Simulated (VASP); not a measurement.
Here is a VASP 6.6.1 calculation.

File INCAR:

```
PREC     = Accurate       # precision mode
ENCUT    = 500            # plane-wave cutoff, eV
EDIFF    = 1E-6           # SCF threshold, eV
ISMEAR   = 0              # smearing method
SIGMA    = 0.02           # smearing width, eV
LREAL    = F              # projectors in reciprocal space
LASPH    = T              # aspherical terms in the spheres
NELM     = 120            # most SCF steps
ALGO     = Normal         # electronic algorithm
ISIF     = 2              # what is computed and relaxed
LWAVE    = F              # write WAVECAR
LCHARG   = F              # write CHGCAR
GGA      = PE             # functional
IVDW     = 12             # dispersion correction
NBANDS   = 17             # bands
GGA_COMPAT= F
```

KPOINTS

```
Automatic mesh
0
Gamma
  8 8 8
```

Contents of POSCAR:

```
TlCl
1.0
    4.0441428398      0.0000000000      0.0000000000
    0.0000000000      4.0441428398      0.0000000000
    0.0000000000      0.0000000000      4.0441428398
Tl Cl
1 1
Direct
    0.0000000000      0.0000000000      0.0000000000
    0.5000000000      0.5000000000      0.5000000000
```

Potentials or basis: VASP PAW PBE potentials, release 64 (Tl_d, Cl).

Launch:

```sh
$ cat potpaw_PBE.64/Tl_d/POTCAR potpaw_PBE.64/Cl/POTCAR > POTCAR
$ mpirun -np 1 vasp_std > vasp.out
```

Task: What does it give for the pressure?

Result: 1.2 GPa.

Task: Predict the dispersion energy per atom.

Result: -0.276 eV.

Task: Predict the band gap on the k mesh.

Result: 2.42 eV.

Caveat: spin-orbit coupling is left out, which moves the levels of the heavy elements. A k mesh can miss the band edges.
